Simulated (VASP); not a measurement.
Wanted: the native input for a VASP 6.6.1 run.

* Task: single point
* Functional: PBE
* Potentials or basis: VASP PAW PBE potentials, release 64 (Mg, S)
* Cutoff: 520 eV
* k mesh: 8 × 8 × 8
* Occupations: gaussian, width 0.02 eV
* Spin: no spin polarisation
* Dipole correction: no
* Further INCAR settings: ALGO = Normal; EDIFF = 1e-06; NBANDS = 11

The structure of MgS lies in POSCAR:

```
MgS
1.0
    0.0000000000      2.6016500000      2.6016500000
    2.6016500000      0.0000000000      2.6016500000
    2.6016500000      2.6016500000      0.0000000000
Mg S
1 1
Direct
    0.0000000000      0.0000000000      0.0000000000
    0.5627082813      0.5130205831      0.3790479119
```

This cell differs from its parent crystal: one atom moved.

These files were run (other wordings do the same):

INCAR

```
SYSTEM = MgS
PREC = Accurate ; ENCUT = 520
EDIFF = 1E-6 ; ISMEAR = 0
SIGMA = 0.02 ; LREAL = .False.
LASPH = .True. ; NELM = 100
ALGO = Normal ; ISIF = 2
LWAVE = .False. ; LCHARG = .False.
GGA = PE ; NBANDS = 11
```

KPOINTS

```
regular mesh
0
Gamma
  8 8 8
  0 0 0
```

Potentials or basis: VASP PAW PBE potentials, release 64 (Mg, S).

The run is started by

```bash
$ cat potpaw_PBE.64/Mg/POTCAR potpaw_PBE.64/S/POTCAR > POTCAR
$ mpirun -np 1 vasp_std > vasp.out
```

It gave:

* Pressure: 5.5 GPa
* Largest force: 1.183 eV/Å
* Band gap on the k mesh: 2.75 eV, indirect (least direct gap 3.62 eV)

Caveat: the cell differs from its parent crystal (one atom moved); forces of over 1 eV/Å act on the atoms, so gaps and moduli don't describe the material at rest.

It used 62 s of CPU time on 1 thread of AMD EPYC 7R13 Processor (Zen 3), with other jobs on the host.
